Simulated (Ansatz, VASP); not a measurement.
HgTe: VASP beside Ansatz

Contents of INCAR:

```
SYSTEM = HgTe
PREC = Accurate ; ENCUT = 500
EDIFF = 1E-6 ; ISMEAR = -1
SIGMA = 0.08 ; LREAL = .FALSE.
LASPH = .TRUE. ; NELM = 120
ALGO = Normal ; ISIF = 2
LWAVE = .FALSE. ; LCHARG = .FALSE.
GGA = CA ; NBANDS = 16
GGA_COMPAT = .FALSE.
```

File KPOINTS:

```
regular mesh
0
G
  10 10 10
  0 0 0
```

POSCAR

```
HgTe
1.0
    0.0000000000      2.9408482460      2.9408482460
    2.9408482460      0.0000000000      2.9408482460
    2.9408482460      2.9408482460      0.0000000000
Hg Te
1 1
Direct
    0.0000000000      0.0000000000      0.0000000000
    0.5000000000      0.5000000000      0.5000000000
```

Input for Ansatz:

```yaml
crystal:
  lattice:
    - [0.0, 2.940848246, 2.940848246]
    - [2.940848246, 0.0, 2.940848246]
    - [2.940848246, 2.940848246, 0.0]
  atoms:
    - { symbol: Hg, position: [0.0, 0.0, 0.0] }
    - { symbol: Te, position: [0.5, 0.5, 0.5] }
kpoints:
  mp_grid: { grid: [10, 10, 10] }
  band_path:
    path:
      - [0.0, 0.0, 0.0]
      - [0.5, 0.0, 0.5]
      - [0.625, 0.25, 0.625]
      - [0.375, 0.375, 0.75]
      - [0.0, 0.0, 0.0]
      - [0.5, 0.5, 0.5]
      - [0.5, 0.25, 0.75]
      - [0.5, 0.0, 0.5]
    npoints: 5
scf:
  occupations: { method: fermi_dirac, width: 0.08 }
hamiltonian:
  xc: lda
  pseudopotentials: { kind: all_electron, lapw: { basis_error: 0.001 } }
output:
  forces: true
  stress: true
  eigenvalues: true
```

Change from the starting cell: volume scaled by 1.02.

Alike in both runs: task single point; functional LDA; k mesh 10 × 10 × 10; occupations fermi-dirac, width 0.08 eV; no spin polarisation.

|  | VASP | Ansatz |
| --- | --- | --- |
| version | VASP 6.6.1 | Ansatz 0.2.0 |
| potentials or method | VASP PAW LDA potentials, release 64 (Hg, Te), cutoff 500 eV | all-electron LAPW, scalar-relativistic |

```tsv
	VASP	Ansatz	Ansatz less VASP
pressure (GPa)	2.7	2.2	-0.50
```

LDA's correlation is that of Perdew and Zunger in VASP and of Perdew and Wang (1992) in Ansatz. Ansatz ran all-electron here, and VASP with PAW potentials.

Neither program's run includes spin-orbit coupling.
